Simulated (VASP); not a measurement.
# AgCl: single point with PBE-based screened hybrid

The system is AgCl.

```
Ag Cl
1.0
     3.39559    0.00000    0.00000
     0.00000    3.39559    0.00000
     0.00000    0.00000    3.39559
Ag Cl
1 1
Direct
  0.00000 0.00000 0.00000
  0.50000 0.50000 0.50000
```

* Program: VASP 6.6.1
* Task: single point
* Functional: PBE-based screened hybrid
* Potentials or basis: VASP PAW PBE potentials, release 64 (Ag, Cl)
* Cutoff: 520 eV
* k mesh: 4 × 4 × 4
* Occupations: gaussian, width 0.01 eV
* Spin: no spin polarisation

The pressure is 1.3 GPa and the band gap on the k mesh is 1.63 eV, indirect (least direct gap 3.22 eV).

Levels at points of the mesh, in eV from the valence-band top:
```tsv
k point	band 5	band 6	band 7	band 8	band 9	band 10	band 11	band 12	band 13	band 14
(0.00, 0.00, 0.00)	-2.19	-2.19	-1.58	-1.58	-1.58	1.63	10.47	10.47	15.32	15.32
(0.50, 0.00, 0.00)	-3.03	-2.14	-1.72	0.00	0.00	5.97	6.97	10.39	11.22	11.22
(0.50, 0.50, 0.00)	-2.50	-2.50	-2.50	-1.82	-0.89	3.85	10.32	10.32	11.78	15.04
(0.50, 0.50, 0.50)	-1.80	-1.80	-0.26	-0.26	-0.26	5.70	5.70	5.70	8.36	19.14
```

Run time: 5.1 min on 1 thread of Oxide Virtual Turin-like Processor (shared host), peak memory 0.23 GiB.

Caveat: the k points lie up to 0.46 Å⁻¹ apart; the PAW data sets were made with another functional, which shifts forces and pressure a little. A k mesh can miss the band edges.
